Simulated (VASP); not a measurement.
# B (Pm-3m) in VASP: single point with PBE

Aim: the single point of B with PBE.

Program: VASP 6.6.1. These are calculated values, not measurements. Logs are shortened: lines on timing, memory, paths and dates and some standing lists are left out, and cuts for length are marked.

### Step 1. The cell of the first run

Symmetry: Pm-3m, No. 221, cubic system. The conventional cell has a = 1.573 Å, b = 1.573 Å, c = 1.573 Å, α = 90.00°, β = 90.00°, γ = 90.00°. Within 2.1 Å of B (site symmetry m-3m) lie 6 B at 1.57 Å.

### Step 2. Single point, PBE

Contents of INCAR:

```
PREC     = Accurate       # precision mode
ENCUT    = 520            # plane-wave cutoff, eV
EDIFF    = 1E-6           # SCF threshold, eV
ISMEAR   = -1             # smearing method
SIGMA    = 0.1            # smearing width, eV
LREAL    = False          # projectors in reciprocal space
LASPH    = True           # aspherical terms in the spheres
NELM     = 60             # most SCF steps
ALGO     = Normal         # electronic algorithm
ISIF     = 2              # what is computed and relaxed
LWAVE    = False          # write WAVECAR
LCHARG   = False          # write CHGCAR
GGA      = PE             # functional
NBANDS   = 8              # bands
```

Contents of KPOINTS:

```
regular mesh
0
Gamma
  23 23 23
```

Contents of POSCAR:

```
B
1.0
    1.5727376076      0.0000000000      0.0000000000
    0.0000000000      1.5727376076      0.0000000000
    0.0000000000      0.0000000000      1.5727376076
B
1
Direct
    0.0000000000      0.0000000000      0.0000000000
```

Potentials or basis: VASP PAW PBE potentials, release 64 (B).

The run is started by

```console
> cat potpaw_PBE.64/B/POTCAR > POTCAR
> mpirun -np 1 vasp_std > vasp.out
```

OUTCAR:

```text
PREC = Accurate
   ENCUT = 520
   EDIFF = 1E-6
   ISMEAR = -1
   LREAL = False
   LASPH = True
   NELM = 60
   ISIF = 2
   GGA = PE

 ion  position               nearest neighbor table
   1  0.000  0.000  0.000-

  LATTYP: Found a simple cubic cell.
 ALAT       =     1.5727376076

  Lattice vectors:

 A1 = (   1.5727376076,   0.0000000000,   0.0000000000)
 A2 = (   0.0000000000,   1.5727376076,   0.0000000000)
 A3 = (   0.0000000000,   0.0000000000,   1.5727376076)

Analysis of symmetry for initial positions (statically):
=====================================================================
 Subroutine PRICEL returns:
 Original cell was already a primitive cell.

 Routine SETGRP: Setting up the symmetry group for a
 simple cubic supercell.

 Subroutine GETGRP returns: Found 48 space group operations
 (whereof 48 operations were pure point group operations)
 out of a pool of 48 trial point group operations.

The static configuration has the point symmetry O_h .

Analysis of symmetry for dynamics (positions and initial velocities):
=====================================================================
 Subroutine PRICEL returns:
 Original cell was already a primitive cell.

 Routine SETGRP: Setting up the symmetry group for a
 simple cubic supercell.

 Subroutine GETGRP returns: Found 48 space group operations
 (whereof 48 operations were pure point group operations)
 out of a pool of 48 trial point group operations.

The dynamic configuration has the point symmetry O_h .

 Subroutine INISYM returns: Found 48 space group operations
 (whereof 48 operations are pure point group operations),
 and found     1 'primitive' translations

----------------------------------------------------------------------------------------

                                     Primitive cell

  volume of cell :       3.8902

  direct lattice vectors                    reciprocal lattice vectors
     1.572737608  0.000000000  0.000000000     0.635833972  0.000000000  0.000000000
     0.000000000  1.572737608  0.000000000     0.000000000  0.635833972  0.000000000
     0.000000000  0.000000000  1.572737608     0.000000000  0.000000000  0.635833972

  length of vectors
     1.572737608  1.572737608  1.572737608     0.635833972  0.635833972  0.635833972

  position of ions in fractional coordinates (direct lattice)
     0.000000000  0.000000000  0.000000000

[... 75 lines left out ...]
   EDIFF  = 0.1E-05   stopping-criterion for ELM
   LREAL  =      F    real-space projection
   EDIFFG = 0.1E-04   stopping-criterion for IOM
   NSW    =      0    number of steps for IOM
   IBRION =     -1    ionic relax: 0-MD 1-quasi-New 2-CG
   NFREE  =      0    steps in history (QN), initial steepest desc. (CG)
   ISIF   =      2    stress and relaxation
   ISYM   =      2    0-nonsym 1-usesym 2-fastsym
   POTIM  = 0.5000    time-step for ionic-motion
   TEBEG  =    0.0;   TEEND  =   0.0 temperature during run
   PSTRESS=    0.0 pullay stress
   NELECT =       3.0000    total number of electrons
   NUPDOWN=      -1.0000    fix difference up-down
   EMIN   =  10.00;   EMAX   =-10.00  energy-range for DOS
   EFERMI =   0.00;   METHOD = LEGACY
   ISMEAR =    -1;   SIGMA  =   0.10  broadening in eV -4-tet -1-fermi 0-gaus
   EFERMI_NEDOS =   21; number of points for ismear=-14 and -15
   IALGO  =     38    algorithm
   IMIX   =      4    mixing-type and parameters
     AMIX     =   0.40;   BMIX     =  1.00
     AMIX_MAG =   1.60;   BMIX_MAG =  1.00
  volume/ion in A,a.u.               =       3.89        26.25
  Fermi-wavevector in a.u.,A,eV,Ry     =   1.501271  2.836990 30.664993  2.253813
  Thomas-Fermi vector in A             =   2.612663
   LORBIT       =      0    0 simple, 1 ext, 2 COOP (PROOUT), +10 PAW based schemes
   GGA     = PE    functional components
   LHFCALC =     F    Hartree Fock is set to
   AEXX    =    0.0000 exact exchange contribution
   IVDW    =     0    specifies the selected vdW correction
   LEPSILON=     F    determine dielectric tensor
   LRPA    =     F    only Hartree local field effects (RPA)
 non-spin polarized calculation
  energy-cutoff  :      520.00
  volume of cell :        3.89
 maximum number of plane-waves:       112
 NGX is ok and might be reduce to    12
   NGX =  5   NGY =  5   NGZ =  5

 number of electron       3.0000000 magnetization

 Free energy of the ion-electron system (eV)
  ---------------------------------------------------
  ext. energy  EPLUGINS =         0.00000000
  ---------------------------------------------------
  free energy    TOTEN  =        -3.68406055 eV

  energy without entropy =       -3.67489967  energy(sigma->0) =       -3.67948011

 E-fermi :  13.4810     XC(G=0): -14.7917

 val. band max:       13.4739667600   @ k =   0.3478   0.3043   0.0435
 cond. band min:      13.4848600074   @ k =   0.4348   0.4348   0.3478
 fundamental gap:      0.0108932474
 Fermi energy:        13.4810227313

 k-point     1 :       0.0000    0.0000    0.0000
  band No.  band energies     occupation
      1      -8.2355      2.00000
      2      34.3999      0.00000
      3      34.3999      0.00000
      4      34.3999      0.00000
      5      45.8444      0.00000
      6      45.8444      0.00000
      7      64.2177      0.00000
      8      90.3776      0.00000
[... 243 lines left out ...]
 k-point    24 :       0.0870    0.0870    0.0000
  band No.  band energies     occupation
      1      -7.5740      2.00000
      2      29.2819      0.00000
      3      32.4113      0.00000
      4      35.0998      0.00000
      5      49.0550      0.00000
      6      52.5693      0.00000
      7      62.8906      0.00000
      8      84.3374      0.00000

 [... further k-points ...]

------------------------ aborting loop because EDIFF is reached ----------------------------------------

  FORCE on cell =-STRESS in cart. coord.  units (eV):
  Direction    XX          YY          ZZ          XY          YZ          ZX
  --------------------------------------------------------------------------------------
  -------------------------------------------------------------------------------------
  Total        8.0403984      8.0403984      8.0403984      0.0000000     -0.0000000      0.0000000
  in kB     3311.4586556   3311.4586556   3311.4586556      0.0000000     -0.0000000      0.0000000
  external PRESSURE =    3311.4586556 kB  Pullay stress =       0.0000000 kB

 VOLUME and BASIS-vectors are now :
 -----------------------------------------------------------------------------
  energy-cutoff  :      520.00
  volume of cell :        3.89
      direct lattice vectors                 reciprocal lattice vectors
     1.572737608  0.000000000  0.000000000     0.635833972  0.000000000  0.000000000
     0.000000000  1.572737608  0.000000000     0.000000000  0.635833972  0.000000000
     0.000000000  0.000000000  1.572737608     0.000000000  0.000000000  0.635833972

 POSITION                                       TOTAL-FORCE (eV/Angst)
 -----------------------------------------------------------------------------------
      0.00000      0.00000      0.00000         0.000000      0.000000      0.000000
 -----------------------------------------------------------------------------------
    total drift:                                0.000000     -0.000000     -0.000000

  FREE ENERGIE OF THE ION-ELECTRON SYSTEM (eV)
  ---------------------------------------------------
  free  energy   TOTEN  =        -3.6840605491 eV

  energy  without entropy=       -3.6748996660  energy(sigma->0) =       -3.67948011
```

Wall time 3.3 s (1 thread of Intel Xeon 6975P-C, shared host); peak memory 0.11 GiB.

What came out:

```yaml
Free_energy: -3.6841 eV
Pressure: 331.1 GPa
```
